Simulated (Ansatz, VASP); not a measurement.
**One calculation of GaSb, two programs**

```
CELL_PARAMETERS angstrom
-1.63308 2.46130 2.75462
1.63308 -2.46130 2.75462
1.63308 2.46130 -2.75462
ATOMIC_POSITIONS crystal
Ga 0.00000 0.00000 0.00000
Sb 0.50000 0.50000 0.00000
```

Change from the starting cell: volume 22.144 Å^3 an atom, stretch along a over the lengths across it, relative to the relaxed cell 1.0549.

Alike in both runs: task single point; functional LDA; k mesh 18 × 18 × 18; occupations gaussian, width 0.15 eV; no spin polarisation.

|  | VASP | Ansatz |
| --- | --- | --- |
| version | VASP 6.6.1 | Ansatz 0.2.0 |
| potentials or method | VASP PAW LDA potentials, release 64 (Ga_d, Sb), cutoff 520 eV | scalar-relativistic, plane waves, PAW |
| valence electrons in the cell | 18 | 28 |

```tsv
	VASP	Ansatz	Ansatz less VASP
gap on the k mesh at the Fermi level (eV)	none	none	-
pressure (GPa)	0.4	0.3	-0.19
traceless stress, the component that is largest in VASP (GPa)	2.47	2.43	-0.040
```

Ansatz warns that its potentials were made for another functional, while VASP's fit it. LDA's correlation is that of Perdew and Zunger in VASP and of Perdew and Wang (1992) in Ansatz. A gap of «none» marks a metal or a gap that the smearing closes. VASP's potentials hold 18 valence electrons a cell and Ansatz's 28, so a difference there can come from the potentials and not from the codes.

Neither program's run includes spin-orbit coupling.
